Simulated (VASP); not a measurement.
A run of VASP 6.6.1:

The input INCAR:

```
SYSTEM = MoS2
PREC     = Accurate       ! precision mode
ENCUT    = 520            ! plane-wave cutoff, eV
EDIFF    = 1E-6           ! SCF threshold, eV
ISMEAR   = 0              ! smearing method
SIGMA    = 0.01           ! smearing width, eV
LREAL    = .False.        ! projectors in reciprocal space
LASPH    = .True.         ! aspherical terms in the spheres
NELM     = 60             ! most SCF steps
ALGO     = Normal         ! electronic algorithm
ISIF     = 2              ! what is computed and relaxed
LWAVE    = .False.        ! write WAVECAR
LCHARG   = .True.         ! write CHGCAR
GGA      = PE             ! functional
LELF     = .True.         ! ELF
LVHAR    = .True.       
NBANDS   = 20             ! bands
```

KPOINTS

```
regular mesh
0
Gamma
  4 4 4
  0 0 0
```

The input POSCAR:

```
MoS2
1.0
    1.5328016236      0.8849634300      5.9801717895
   -1.5328016236      0.8849634300      5.9801717895
    0.0000000000     -1.7699268600      5.9801717895
Mo S
1 2
Direct
    0.0000965174      0.0000965174      0.0000965174
    0.2497906776      0.2497906776      0.2497906776
    0.4171128050      0.4171128050      0.4171128050
```

Potentials or basis: VASP PAW PBE potentials, release 64 (Mo_sv, S).

Command:

```sh
$ cat potpaw_PBE.64/Mo_sv/POTCAR potpaw_PBE.64/S/POTCAR > POTCAR
$ mpirun -np 1 vasp_std > vasp.out
```

Hardware: 1 thread of Intel(R) Xeon(R) Platinum 8488C (Sapphire Rapids) (shared host).

Question: Estimate the wall time of this run.

Answer: It took 33 s on 1 thread of Intel(R) Xeon(R) Platinum 8488C (Sapphire Rapids), with other jobs on the host, peak memory 0.3 GiB. Counts: scf iterations 14, k points 13.
